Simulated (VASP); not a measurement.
Wanted: the native input for a VASP 6.6.1 run.

| Item | Value |
| --- | --- |
| Task | single point |
| Functional | r2SCAN |
| Potentials or basis | VASP PAW PBE potentials, release 64 (Si, C) |
| Cutoff | 520 eV |
| k mesh | 10 × 10 × 10 |
| Occupations | gaussian, width 0.01 eV |
| Spin | no spin polarisation |
| Dipole correction | no |
| Further INCAR settings | ALGO = Normal; EDIFF = 1e-07; NBANDS = 11 |

Crystal: SiC.

```
CELL_PARAMETERS angstrom
2.14882 2.14882 0.00000
-2.14882 2.14882 0.00000
0.00000 2.14882 2.14882
ATOMIC_POSITIONS crystal
Si 0.00000 0.00000 0.00000
C 0.75000 0.25000 0.50000
```

These files were run (other wordings do the same):

POSCAR

```
SiC
1.0
    2.1488174878      2.1488174878      0.0000000000
   -2.1488174878      2.1488174878      0.0000000000
    0.0000000000      2.1488174878      2.1488174878
Si C
1 1
Direct
    0.0000000000      0.0000000000      0.0000000000
    0.7500000000      0.2500000000      0.5000000000
```

INCAR.step1

```
PREC = Accurate
ENCUT = 520
ISMEAR = 0
SIGMA = 0.01
LREAL = False
LASPH = True
NELM = 100
NBANDS = 11
GGA = PE
ALGO = Normal
EDIFF = 1E-4
LWAVE = True
LCHARG = False
```

INCAR.step2

```
PREC = Accurate
ENCUT = 520
EDIFF = 1E-7
ISMEAR = 0
SIGMA = 0.01
LREAL = False
LASPH = True
NELM = 100
ALGO = Normal
ISIF = 2
LWAVE = False
LCHARG = True
METAGGA = R2SCAN
LMIXTAU = True
LELF = True
LVHAR = True
NBANDS = 11
ISTART = 1
```

KPOINTS

```
Automatic mesh
0
Gamma
  10 10 10
```

Potentials or basis: VASP PAW PBE potentials, release 64 (Si, C).

Command:

```sh
$ cat potpaw_PBE.64/Si/POTCAR potpaw_PBE.64/C/POTCAR > POTCAR
$ cp INCAR.step1 INCAR
$ mpirun -np 1 vasp_std > vasp.out
$ cp INCAR.step2 INCAR
$ mpirun -np 1 vasp_std > vasp.out
```

It gave:

- Pressure: 9.8 GPa
- Band gap on the k mesh: 1.70 eV (least direct gap 5.11 eV)

Caveat: the cell stands under pressure; the PAW data sets were made with another functional, which shifts forces and pressure a little.

Run time: 53 s on 1 thread of Intel Xeon 8259CL, with other jobs on the host, peak memory 0.14 GiB.
